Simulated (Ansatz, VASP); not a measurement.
# Mg3Se4: VASP beside Ansatz

```
Mg Se
1.0
     8.96908    0.00000    0.00000
    -4.48454    7.76745    0.00000
     0.00000    0.00000    5.20356
Mg Se
3 4
Direct
  0.50000 0.00000 0.50000
  0.00000 0.50000 0.50000
  0.50000 0.50000 0.50000
  0.33333 0.66667 0.50000
  0.66667 0.33333 0.50000
  0.33333 0.66667 0.00000
  0.66667 0.33333 0.00000
```

Alike in both runs: functional PBE; k mesh 3 × 3 × 3; occupations gaussian, width 0.2 eV; no spin polarisation.

Ansatz relaxed the structure, and its values are those at the end. VASP's run is a single point on that final structure, the one shown.

|  | VASP | Ansatz |
| --- | --- | --- |
| version | VASP 6.6.1 | Ansatz 0.2.0 |
| potentials or method | VASP PAW PBE potentials, release 64 (Mg, Se), cutoff 520 eV | scalar-relativistic, plane waves, PAW |
| valence electrons in the cell | 30 | 94 |

```tsv
	VASP	Ansatz	Ansatz less VASP
gap on the k mesh at the Fermi level (eV)	none	none	-
pressure (GPa)	-0.1	-0.1	0.00
```

A gap of «none» marks a metal or a gap that the smearing closes. VASP's potentials hold 30 valence electrons a cell and Ansatz's 94, so a difference there can come from the potentials and not from the codes.

The k mesh is coarse, so the values compare programs but aren't converged.
